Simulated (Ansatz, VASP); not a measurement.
**AlN: VASP beside Ansatz**

```xyz
2
Lattice="0.0000 2.1711 2.1711 2.1711 0.0000 2.1711 2.1711 2.1711 0.0000" Properties=species:S:1:pos:R:3 pbc="T T T"
Al    0.0000    0.0000    0.0000
N     1.0856    1.0856    1.0856
```

Alike in both runs: functional LDA; k mesh 18 × 18 × 18; occupations fermi-dirac, width 0.08 eV; no spin polarisation.

Ansatz relaxed the structure, and its values are those at the end. VASP's run is a single point on that final structure, the one shown.

|  | VASP | Ansatz |
| --- | --- | --- |
| version | VASP 6.6.1 | Ansatz 0.2.0 |
| potentials or method | VASP PAW LDA potentials, release 64 (Al, N) | PAW with Ansatz's default frozen-core files, scalar-relativistic |
| plane-wave cutoff (eV) | 520 | 420 |
| valence electrons in the cell | 8 | 8 |

|  | VASP | Ansatz | Ansatz less VASP |
| --- | --- | --- | --- |
| gap on the k mesh at the Fermi level (eV) | 3.23 | 3.25 | +0.022 |
| pressure (GPa) | 0.6 | 0.0 | -0.63 |

LDA's correlation is that of Perdew and Zunger in VASP and of Perdew and Wang (1992) in Ansatz.
